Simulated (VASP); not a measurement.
# Si (C2/m) in VASP: single point with PBE

Aim: the single point of Si with PBE.

All numbers are computed with VASP 6.6.1; they aren't measurements. Logs are shortened: lines on timing, memory, paths and dates and some standing lists are left out, and cuts for length are marked.

### 1 The cell of the first run

Symmetry: C2/m, No. 12, monoclinic system. The conventional cell has a = 4.578 Å, b = 2.642 Å, c = 2.498 Å, α = 90.00°, β = 92.86°, γ = 90.00°. Within 3.3 Å of Si (site symmetry 2/m) lie 8 Si at 2.50 to 2.64 Å.

### 2 Single point, PBE (strain -0.0500 x Voigt [0, 0, 0, 1, 0, 0])

INCAR

```
SYSTEM = Si
PREC = Accurate ; ENCUT = 520
EDIFF = 1E-7 ; ISMEAR = 0
SIGMA = 0.15 ; LREAL = .FALSE.
LASPH = .TRUE. ; NELM = 80
ALGO = Normal ; ISIF = 2
LWAVE = .FALSE. ; LCHARG = .TRUE.
GGA = PE ; LELF = .TRUE.
LVHAR = .TRUE. ; NBANDS = 8
```

KPOINTS

```
regular mesh
0
G
  24 24 24
  0 0 0
```

POSCAR

```
Si
1.0
    2.6421154114      0.0000000000      0.0000000000
   -1.3210577057      2.2881390660     -0.0572034767
    0.0000000000     -0.0624227140      2.4969085588
Si
1
Direct
    0.0000000000      0.0000000000      0.0000000000
```

Potentials or basis: VASP PAW PBE potentials, release 64 (Si).

On the command line:

```sh
> cat potpaw_PBE.64/Si/POTCAR > POTCAR
> mpirun -np 1 vasp_std > vasp.out
```

OUTCAR:

```text
SYSTEM = Si
   PREC = Accurate
   ENCUT = 520
   EDIFF = 1E-7
   ISMEAR = 0
   LREAL = .FALSE.
   LASPH = .TRUE.
   NELM = 80
   ISIF = 2
   GGA = PE

 ion  position               nearest neighbor table
   1  0.000  0.000  0.000-

  LATTYP: Found a base centered monoclinic cell.
 ALAT       =     4.5777079955
 B/A-ratio  =     0.5771699318
 C/A-ratio  =     0.5456199310
 COS(beta)  =    -0.0499687696

  Lattice vectors:

 A1 = (   1.3210577057,   2.2881390660,  -0.0572034767)
 A2 = (  -1.3210577057,   2.2881390660,  -0.0572034767)
 A3 = (   0.0000000000,  -0.0624227140,   2.4969085588)

Analysis of symmetry for initial positions (statically):
=====================================================================
 Subroutine PRICEL returns:
 Original cell was already a primitive cell.

 Routine SETGRP: Setting up the symmetry group for a
 base centered monoclinic supercell.

 Subroutine GETGRP returns: Found  4 space group operations
 (whereof  4 operations were pure point group operations)
 out of a pool of  4 trial point group operations.

The static configuration has the point symmetry C_2h.

Analysis of symmetry for dynamics (positions and initial velocities):
=====================================================================
 Subroutine PRICEL returns:
 Original cell was already a primitive cell.

 Routine SETGRP: Setting up the symmetry group for a
 base centered monoclinic supercell.

 Subroutine GETGRP returns: Found  4 space group operations
 (whereof  4 operations were pure point group operations)
 out of a pool of  4 trial point group operations.

The dynamic configuration has the point symmetry C_2h.

 Subroutine INISYM returns: Found  4 space group operations
 (whereof  4 operations are pure point group operations),
 and found     1 'primitive' translations

----------------------------------------------------------------------------------------

                                     Primitive cell

  volume of cell :      15.0857

  direct lattice vectors                    reciprocal lattice vectors
     2.642115411  0.000000000  0.000000000     0.378484602  0.218654846  0.005466371
    -1.321057706  2.288139066 -0.057203477     0.000000000  0.437309692  0.010932742
     0.000000000 -0.062422714  2.496908559     0.000000000  0.010018643  0.400745709

  length of vectors
     2.642115411  2.642734585  2.497688721     0.437138899  0.437446330  0.400870923

  position of ions in fractional coordinates (direct lattice)
     0.000000000  0.000000000  0.000000000

  ion indices of the primitive-cell ions
   primitive index   ion index
                 1           1

----------------------------------------------------------------------------------------

 KPOINTS: regular mesh

Automatic generation of k-mesh.
 Grid dimensions read from file:
 generate k-points for:   24   24   24

 Generating k-lattice:

  Cartesian coordinates                     Fractional coordinates (reciprocal lattice)
     0.015770192  0.009110619  0.000227765     0.041666667  0.000000000  0.000000000
     0.000000000  0.018221237  0.000455531     0.000000000  0.041666667  0.000000000
     0.000000000  0.000417443  0.016697738     0.000000000  0.000000000  0.041666667

  Length of vectors
     0.018214121  0.018226930  0.016702955

  Shift w.r.t. Gamma in fractional coordinates (k-lattice)
     0.000000000  0.000000000  0.000000000

 Subroutine IBZKPT returns following result:
 ===========================================

 Found   3614 irreducible k-points:

 Following reciprocal coordinates:
            Coordinates               Weight
  0.000000  0.000000  0.000000      1.000000
  0.041667  0.000000 -0.000000      4.000000
  0.083333 -0.000000  0.000000      4.000000
  0.125000  0.000000 -0.000000      4.000000
  0.166667 -0.000000  0.000000      4.000000
  0.208333  0.000000  0.000000      4.000000
[... 16 lines left out ...]
  0.375000  0.041667 -0.000000      4.000000
  0.416667  0.041667 -0.000000      4.000000
 [... further k-points ...]
   k-points           NKPTS =   3614   k-points in BZ     NKDIM =   3614   number of bands    NBANDS=      8
   number of dos      NEDOS =    301   number of ions     NIONS =      1
   total plane-waves  NPLWV =   8000
   dimension x,y,z NGX =    20 NGY =   20 NGZ =   20
   dimension x,y,z NGXF=    40 NGYF=   40 NGZF=   40
   ions per type =               1
   NGX,Y,Z   is equivalent  to a cutoff of  12.58, 12.58, 13.31 a.u.
   NGXF,Y,Z  is equivalent  to a cutoff of  25.17, 25.16, 26.62 a.u.
 SYSTEM =  Si
   PREC   = accura    normal or accurate (medium, high low for compatibility)
   ISTART =      0    job   : 0-new  1-cont  2-samecut
   ICHARG =      2    charge: 1-file 2-atom 10-const
   ISPIN  =      1    spin polarized calculation?
   LNONCOLLINEAR =      F non collinear calculations
   LSORBIT =      F    spin-orbit coupling
   LASPH  =      T    aspherical Exc in radial PAW
   ENCUT  =  520.0 eV  38.22 Ry    6.18 a.u.   4.91  4.91  4.64*2*pi/ulx,y,z
   NELM   =     80;   NELMIN=  2; NELMDL= -5     # of ELM steps
   EDIFF  = 0.1E-06   stopping-criterion for ELM
   LREAL  =      F    real-space projection
   EDIFFG = 0.1E-05   stopping-criterion for IOM
   NSW    =      0    number of steps for IOM
   IBRION =     -1    ionic relax: 0-MD 1-quasi-New 2-CG
   NFREE  =      0    steps in history (QN), initial steepest desc. (CG)
   ISIF   =      2    stress and relaxation
   ISYM   =      2    0-nonsym 1-usesym 2-fastsym
   POTIM  = 0.5000    time-step for ionic-motion
   TEBEG  =    0.0;   TEEND  =   0.0 temperature during run
   PSTRESS=    0.0 pullay stress
   NELECT =       4.0000    total number of electrons
   NUPDOWN=      -1.0000    fix difference up-down
   EMIN   =  10.00;   EMAX   =-10.00  energy-range for DOS
   EFERMI =   0.00;   METHOD = LEGACY
   ISMEAR =     0;   SIGMA  =   0.15  broadening in eV -4-tet -1-fermi 0-gaus
   EFERMI_NEDOS =   21; number of points for ismear=-14 and -15
   IALGO  =     38    algorithm
   IMIX   =      4    mixing-type and parameters
     AMIX     =   0.40;   BMIX     =  1.00
     AMIX_MAG =   1.60;   BMIX_MAG =  1.00
  volume/ion in A,a.u.               =      15.09       101.80
  Fermi-wavevector in a.u.,A,eV,Ry     =   1.051735  1.987491 15.050041  1.106147
  Thomas-Fermi vector in A             =   2.186790
   LORBIT       =      0    0 simple, 1 ext, 2 COOP (PROOUT), +10 PAW based schemes
   GGA     = PE    functional components
   LHFCALC =     F    Hartree Fock is set to
   AEXX    =    0.0000 exact exchange contribution
   IVDW    =     0    specifies the selected vdW correction
   LEPSILON=     F    determine dielectric tensor
   LRPA    =     F    only Hartree local field effects (RPA)
 non-spin polarized calculation
 Gauss-broadening in eV      SIGMA  =   0.15
  energy-cutoff  :      520.00
  volume of cell :       15.09
 maximum number of plane-waves:       420
   NGX =  9   NGY =  9   NGZ =  9

 number of electron       4.0000000 magnetization

 Free energy of the ion-electron system (eV)
  ---------------------------------------------------
  ext. energy  EPLUGINS =         0.00000000
  ---------------------------------------------------
  free energy    TOTEN  =        -5.10955546 eV

  energy without entropy =       -5.10532240  energy(sigma->0) =       -5.10743893

 E-fermi :   9.3426     XC(G=0): -10.9567

 val. band max:        9.3407091411   @ k =   0.2083   0.3750   0.4167
 cond. band min:       9.3508658024   @ k =   0.4583   0.4167   0.4167
 fundamental gap:      0.0101566613
 Fermi energy:         9.3425621567

 k-point     1 :       0.0000    0.0000    0.0000
  band No.  band energies     occupation
      1      -4.5589      2.00000
      2      16.8058      0.00000
      3      17.0409      0.00000
      4      19.4891      0.00000
      5      19.5162      0.00000
      6      21.5476      0.00000
      7      21.5688      0.00000
      8      26.8684      0.00000

 k-point     2 :       0.0417    0.0000   -0.0000
  band No.  band energies     occupation
      1      -4.5109      2.00000
      2      16.6255      0.00000
      3      17.0800      0.00000
      4      19.1332      0.00000
      5      19.1475      0.00000
      6      21.5565      0.00000
      7      22.0165      0.00000
      8      27.4049      0.00000

 k-point     3 :       0.0833   -0.0000    0.0000
  band No.  band energies     occupation
      1      -4.3670      2.00000
      2      15.9848      0.00000
      3      17.1926      0.00000
      4      18.4459      0.00000
      5      18.4970      0.00000
      6      21.5358      0.00000
      7      22.9630      0.00000
      8      28.5921      0.00000

 k-point     4 :       0.1250    0.0000   -0.0000
  band No.  band energies     occupation
      1      -4.1275      2.00000
      2      14.8340      0.00000
      3      17.3573      0.00000
      4      17.7461      0.00000
      5      18.0208      0.00000
      6      21.5318      0.00000
      7      24.0982      0.00000
      8      29.3716      0.00000

 k-point     5 :       0.1667   -0.0000    0.0000
  band No.  band energies     occupation
      1      -3.7927      2.00000
      2      13.3939      0.00000
      3      17.0247      0.00000
      4      17.5536      0.00000
      5      17.7897      0.00000
      6      21.6215      0.00000
      7      25.3478      0.00000
      8      30.0952      0.00000

 k-point     6 :       0.2083    0.0000    0.0000
  band No.  band energies     occupation
      1      -3.3633      2.00000
      2      11.8586      0.00000
      3      16.4305      0.00000
      4      17.2949      0.00000
      5      18.0628      0.00000
      6      21.8474      0.00000
      7      26.6873      0.00000
      8      30.5617      0.00000

 k-point     7 :       0.2500    0.0000   -0.0000
  band No.  band energies     occupation
      1      -2.8401      2.00000
      2      10.3176      0.00000
      3      15.9041      0.00000
      4      16.9827      0.00000
      5      18.4792      0.00000
      6      22.2172      0.00000
      7      28.1016      0.00000
      8      29.7544      0.00000
[... 133 lines left out ...]
 k-point    20 :       0.2500    0.0417   -0.0000
  band No.  band energies     occupation
      1      -2.5077      2.00000
      2       9.5873      0.02106
      3      14.7535      0.00000
      4      17.6845      0.00000
      5      18.7717      0.00000
      6      22.5295      0.00000
      7      28.4760      0.00000
      8      29.2018      0.00000

 k-point    21 :       0.2917    0.0417   -0.0000
  band No.  band energies     occupation
      1      -1.8462      2.00000
      2       8.1099      2.00000
      3      14.3412      0.00000
      4      17.4417      0.00000
      5      19.2845      0.00000
      6      23.0805      0.00000
      7      28.0416      0.00000
      8      29.8795      0.00000

 k-point    22 :       0.3333    0.0417   -0.0000
  band No.  band energies     occupation
      1      -1.0948      2.00000
      2       6.6953      2.00000
      3      14.0100      0.00000
      4      17.2177      0.00000
      5      19.8727      0.00000
      6      23.7423      0.00000
      7      26.9236      0.00000
      8      30.6233      0.00000

 k-point    23 :       0.3750    0.0417   -0.0000
  band No.  band energies     occupation
      1      -0.2572      2.00000
      2       5.3551      2.00000
      3      13.7604      0.00000
      4      17.0364      0.00000
      5      20.5113      0.00000
      6      24.4769      0.00000
      7      25.8928      0.00000
      8      29.8912      0.00000

 k-point    24 :       0.4167    0.0417   -0.0000
  band No.  band energies     occupation
      1       0.6567      2.00000
      2       4.1043      2.00000
      3      13.5931      0.00000
      4      16.9106      0.00000
      5      21.1518      0.00000
      6      24.8204      0.00000
      7      25.4257      0.00000
      8      28.9353      0.00000

 [... further k-points ...]

------------------------ aborting loop because EDIFF is reached ----------------------------------------

  FORCE on cell =-STRESS in cart. coord.  units (eV):
  Direction    XX          YY          ZZ          XY          YZ          ZX
  --------------------------------------------------------------------------------------
  -------------------------------------------------------------------------------------
  Total        0.0310139      0.0713224     -0.0999479      0.0000000      0.3385349      0.0000000
  in kB        3.2938308      7.5748053    -10.6149692      0.0000000     35.9541288      0.0000000
  external PRESSURE =       0.0845556 kB  Pullay stress =       0.0000000 kB

 VOLUME and BASIS-vectors are now :
 -----------------------------------------------------------------------------
  energy-cutoff  :      520.00
  volume of cell :       15.09
      direct lattice vectors                 reciprocal lattice vectors
     2.642115411  0.000000000  0.000000000     0.378484602  0.218654846  0.005466371
    -1.321057706  2.288139066 -0.057203477     0.000000000  0.437309692  0.010932742
     0.000000000 -0.062422714  2.496908559     0.000000000  0.010018643  0.400745709

 POSITION                                       TOTAL-FORCE (eV/Angst)
 -----------------------------------------------------------------------------------
      0.00000      0.00000      0.00000        -0.000000      0.000000      0.000000
 -----------------------------------------------------------------------------------
    total drift:                                0.000000      0.000000      0.000000

  FREE ENERGIE OF THE ION-ELECTRON SYSTEM (eV)
  ---------------------------------------------------
  free  energy   TOTEN  =        -5.1095554581 eV

  energy  without entropy=       -5.1053224032  energy(sigma->0) =       -5.10743893
```

Run time: 3.6 min. Hardware: 1 thread of Intel Xeon Platinum 8259CL at 2.50GHz (Skylake/Cascade Lake), shared host; peak memory 0.44 GiB.

What came out:

- Free energy: -5.1096 eV
- Pressure: 0.0 GPa
- Band gap on the k mesh: zero (bands 2 and 3 overlap by 11.90 eV)

Caveat: the cell differs from its parent crystal (strain -0.0500 x Voigt [0, 0, 0, 1, 0, 0]).
